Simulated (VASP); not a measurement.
# Hf4F in VASP: notebook, part 2 of 2

VASP 6.6.1. Earlier steps stand in the parts before.

### 3 Single point, PBE

Contents of INCAR:

```
ALGO = Normal
DIPOL = 0.5 0.5 0.369
EDIFF = 1E-7
ENCUT = 520
GGA = PE
IDIPOL = 3
ISIF = 2
ISMEAR = 0
LASPH = True
LCHARG = True
LDIPOL = True
LELF = True
LREAL = False
LVACPOTAV = True
LVHAR = True
LWAVE = False
NBANDS = 32
NELM = 100
PREC = Accurate
SIGMA = 0.1
```

Contents of KPOINTS:

```
k-points
0
Gamma
  9 9 1
```

Contents of POSCAR:

```
Hf4F
1.0
    3.2048170381      0.0000000000      0.0000000000
   -1.6024085190      2.7754529695      0.0000000000
    0.0000000000      0.0000000000     24.5281466259
Hf F
4 1
Direct
    0.6666666667      0.3333333333      0.1630779553
    0.3333333333      0.6666666667      0.2663815885
    0.6666666667      0.3333333333      0.3732987945
    0.3333333333      0.6666666667      0.4699966451
    0.8888888889      0.1111111111      0.5706972826
```

Potentials or basis: VASP PAW PBE potentials, release 64 (Hf_pv, F).

The run is started by

```console
cat potpaw_PBE.64/Hf_pv/POTCAR potpaw_PBE.64/F/POTCAR > POTCAR
mpirun -np 1 vasp_std > vasp.out
```

OUTCAR:

```text
EDIFF = 1E-7
   ENCUT = 520
   GGA = PE
   ISIF = 2
   ISMEAR = 0
   LASPH = True
   LREAL = False
   NELM = 100
   PREC = Accurate

 ion  position               nearest neighbor table
   1  0.667  0.333  0.163-   2 3.14   2 3.14   2 3.14
   2  0.333  0.667  0.266-   1 3.14   1 3.14   1 3.14   3 3.21   3 3.21   3 3.21
   3  0.667  0.333  0.373-   4 3.01   4 3.01   4 3.01   2 3.21   2 3.21   2 3.21
   4  0.333  0.667  0.470-   3 3.01   3 3.01   3 3.01
   5  0.889  0.111  0.571-

  LATTYP: Found a hexagonal cell.
 ALAT       =     3.2048170381
 C/A-ratio  =     7.6535247829

  Lattice vectors:

 A1 = (   3.2048170381,   0.0000000000,   0.0000000000)
 A2 = (  -1.6024085190,   2.7754529695,   0.0000000000)
 A3 = (   0.0000000000,   0.0000000000,  24.5281466259)

Analysis of symmetry for initial positions (statically):
=====================================================================
 Subroutine PRICEL returns:
 Original cell was already a primitive cell.

 Routine SETGRP: Setting up the symmetry group for a
 hexagonal supercell.

 Subroutine GETGRP returns: Found  2 space group operations
 (whereof  2 operations were pure point group operations)
 out of a pool of 24 trial point group operations.

The static configuration has the point symmetry C_1h.

Analysis of symmetry for dynamics (positions and initial velocities):
=====================================================================
 Subroutine PRICEL returns:
 Original cell was already a primitive cell.

 Routine SETGRP: Setting up the symmetry group for a
 hexagonal supercell.

 Subroutine GETGRP returns: Found  2 space group operations
 (whereof  2 operations were pure point group operations)
 out of a pool of 24 trial point group operations.

The dynamic configuration has the point symmetry C_1h.

 Subroutine INISYM returns: Found  2 space group operations
 (whereof  2 operations are pure point group operations),
 and found     1 'primitive' translations

----------------------------------------------------------------------------------------

                                     Primitive cell

  volume of cell :     218.1734

  direct lattice vectors                    reciprocal lattice vectors
     3.204817038  0.000000000  0.000000000     0.312030293  0.180150774  0.000000000
    -1.602408519  2.775452969  0.000000000     0.000000000  0.360301548  0.000000000
     0.000000000  0.000000000 24.528146626     0.000000000  0.000000000  0.040769489

  length of vectors
     3.204817038  3.204817038 24.528146626     0.360301548  0.360301548  0.040769489

  position of ions in fractional coordinates (direct lattice)
     0.666666667  0.333333333  0.163077955
     0.333333333  0.666666667  0.266381589
     0.666666667  0.333333333  0.373298795
     0.333333333  0.666666667  0.469996645
     0.888888889  0.111111111  0.570697283

  ion indices of the primitive-cell ions
   primitive index   ion index
                 1           1
                 2           2
                 3           3
                 4           4
                 5           5

----------------------------------------------------------------------------------------

 KPOINTS: k-points

Automatic generation of k-mesh.
 Grid dimensions read from file:
 generate k-points for:    9    9    1

 Generating k-lattice:

  Cartesian coordinates                     Fractional coordinates (reciprocal lattice)
     0.034670033  0.020016753  0.000000000     0.111111111 -0.000000000  0.000000000
     0.000000000  0.040033505  0.000000000     0.000000000  0.111111111  0.000000000
     0.000000000  0.000000000  0.040769489     0.000000000  0.000000000  1.000000000

  Length of vectors
     0.040033505  0.040033505  0.040769489

  Shift w.r.t. Gamma in fractional coordinates (k-lattice)
     0.000000000  0.000000000  0.000000000

 Subroutine IBZKPT returns following result:
 ===========================================

 Found     25 irreducible k-points:

 Following reciprocal coordinates:
            Coordinates               Weight
  0.000000  0.000000  0.000000      1.000000
  0.111111 -0.000000  0.000000      4.000000
 -0.111111  0.111111  0.000000      2.000000
  0.222222 -0.000000  0.000000      4.000000
 -0.222222  0.222222  0.000000      2.000000
  0.333333 -0.000000  0.000000      4.000000
[... 16 lines left out ...]
 -0.222222 -0.444444  0.000000      4.000000
  0.444444  0.333333  0.000000      4.000000
   k-points           NKPTS =     25   k-points in BZ     NKDIM =     25   number of bands    NBANDS=     32
   number of dos      NEDOS =    301   number of ions     NIONS =      5
   total plane-waves  NPLWV = 110592
   dimension x,y,z NGX =    24 NGY =   24 NGZ =  192
   dimension x,y,z NGXF=    48 NGYF=   48 NGZF=  384
   ions per type =               4   1
   NGX,Y,Z   is equivalent  to a cutoff of  12.45, 12.45, 13.01 a.u.
   NGXF,Y,Z  is equivalent  to a cutoff of  24.90, 24.90, 26.03 a.u.
 SYSTEM =  unknown system
   PREC   = accura    normal or accurate (medium, high low for compatibility)
   ISTART =      0    job   : 0-new  1-cont  2-samecut
   ICHARG =      2    charge: 1-file 2-atom 10-const
   ISPIN  =      1    spin polarized calculation?
   LNONCOLLINEAR =      F non collinear calculations
   LSORBIT =      F    spin-orbit coupling
   LASPH  =      T    aspherical Exc in radial PAW
   ENCUT  =  520.0 eV  38.22 Ry    6.18 a.u.   5.96  5.96 45.61*2*pi/ulx,y,z
   NELM   =    100;   NELMIN=  2; NELMDL= -5     # of ELM steps
   EDIFF  = 0.1E-06   stopping-criterion for ELM
   LREAL  =      F    real-space projection
   EDIFFG = 0.1E-05   stopping-criterion for IOM
   NSW    =      0    number of steps for IOM
   IBRION =     -1    ionic relax: 0-MD 1-quasi-New 2-CG
   NFREE  =      0    steps in history (QN), initial steepest desc. (CG)
   ISIF   =      2    stress and relaxation
   ISYM   =      2    0-nonsym 1-usesym 2-fastsym
   POTIM  = 0.5000    time-step for ionic-motion
   TEBEG  =    0.0;   TEEND  =   0.0 temperature during run
   PSTRESS=    0.0 pullay stress
   NELECT =      47.0000    total number of electrons
   NUPDOWN=      -1.0000    fix difference up-down
   EMIN   =  10.00;   EMAX   =-10.00  energy-range for DOS
   EFERMI =   0.00;   METHOD = LEGACY
   ISMEAR =     0;   SIGMA  =   0.10  broadening in eV -4-tet -1-fermi 0-gaus
   EFERMI_NEDOS =   21; number of points for ismear=-14 and -15
   IALGO  =     38    algorithm
   IMIX   =      4    mixing-type and parameters
     AMIX     =   0.40;   BMIX     =  1.00
     AMIX_MAG =   1.60;   BMIX_MAG =  1.00
  volume/ion in A,a.u.               =      43.63       294.46
  Fermi-wavevector in a.u.,A,eV,Ry     =   0.981387  1.854552 13.104041  0.963120
  Thomas-Fermi vector in A             =   2.112389
   LORBIT       =      0    0 simple, 1 ext, 2 COOP (PROOUT), +10 PAW based schemes
   GGA     = PE    functional components
   LHFCALC =     F    Hartree Fock is set to
   AEXX    =    0.0000 exact exchange contribution
   IVDW    =     0    specifies the selected vdW correction
   LEPSILON=     F    determine dielectric tensor
   LRPA    =     F    only Hartree local field effects (RPA)
 non-spin polarized calculation
 Gauss-broadening in eV      SIGMA  =   0.10
  energy-cutoff  :      520.00
  volume of cell :      218.17
 maximum number of plane-waves:      5922
   NGX = 11   NGY = 11   NGZ = 91

 dipolmoment           0.000000      0.000000     -0.021534 electrons x Angstroem

 number of electron      47.0000005 magnetization

 dipolmoment           0.000000      0.000000      0.294931 electrons x Angstroem

 Free energy of the ion-electron system (eV)
  ---------------------------------------------------
  ext. energy  EPLUGINS =         0.00000000
  ---------------------------------------------------
  free energy    TOTEN  =       -41.51977423 eV

  energy without entropy =      -41.48553664  energy(sigma->0) =      -41.50265543

 E-fermi :  -2.1164     XC(G=0):  -5.8910

 val. band max:       -2.1166631525   @ k =  -0.1111   0.1111   0.0000
 cond. band min:      -2.1156362865   @ k =   0.1111  -0.0000   0.0000
 fundamental gap:      0.0010268660
 Fermi energy:        -2.1164173962

 k-point     1 :       0.0000    0.0000    0.0000
  band No.  band energies     occupation
      1     -33.4413      2.00000
      2     -33.2386      2.00000
      3     -33.0090      2.00000
      4     -32.9693      2.00000
      5     -32.7384      2.00000
      6     -32.7379      2.00000
[... 829 lines left out ...]
     31       0.9191      0.00000
     32       1.4589      0.00000

 [... further k-points ...]
[... 5 lines left out ...]
  --------------------------------------------------------------------------------------
  -------------------------------------------------------------------------------------
  Total       -0.8491961     -1.4043913    -10.2169095     -0.4808132      0.0016106     -0.0027898
  in kB       -6.2361524    -10.3132815    -75.0288485     -3.5308974      0.0118275     -0.0204869
  external PRESSURE =     -30.5260941 kB  Pullay stress =       0.0000000 kB

 VOLUME and BASIS-vectors are now :
 -----------------------------------------------------------------------------
  energy-cutoff  :      520.00
  volume of cell :      218.17
      direct lattice vectors                 reciprocal lattice vectors
     3.204817038  0.000000000  0.000000000     0.312030293  0.180150774  0.000000000
    -1.602408519  2.775452969  0.000000000     0.000000000  0.360301548  0.000000000
     0.000000000  0.000000000 24.528146626     0.000000000  0.000000000  0.040769489

 POSITION                                       TOTAL-FORCE (eV/Angst)
 -----------------------------------------------------------------------------------
      1.60241      0.92515      4.00000         0.001603     -0.000926      0.714225
     -0.00000      1.85030      6.53385        -0.005584      0.003224     -0.734756
      1.60241      0.92515      9.15633         0.002748     -0.001587     -0.243380
     -0.00000      1.85030     11.52815         0.005861     -0.003384      3.937470
      2.67068      0.30838     13.99815        -0.004629      0.002673     -3.673559
 -----------------------------------------------------------------------------------
    total drift:                               -0.000031      0.000018     -0.001090

  FREE ENERGIE OF THE ION-ELECTRON SYSTEM (eV)
  ---------------------------------------------------
  free  energy   TOTEN  =       -41.5197742286 eV

  energy  without entropy=      -41.4855366360  energy(sigma->0) =      -41.50265543

 vacuum level on the upper side and lower side of the slab         8.266         2.265
```

Wall time 9.9 min (1 thread of Intel Xeon Platinum 8488C (Sapphire Rapids), shared host); peak memory 0.4 GiB.

What came out:

- Free energy: -41.5198 eV
- Largest force: 3.937 eV/Å
- Band gap on the k mesh: zero (an odd number of electrons rules out a gap without spin polarisation)

Forces in eV/Å, atoms in the order of the input:
```
Hf   0.002 -0.001  0.714
Hf  -0.006  0.003 -0.735
Hf   0.003 -0.002 -0.243
Hf   0.006 -0.003  3.937
F   -0.005  0.003 -3.674
```

Caveat: spin-orbit coupling is left out, which moves the levels of the heavy elements; an odd number of electrons without spin polarisation forces a metal; a magnetic or distorted state may lie lower.
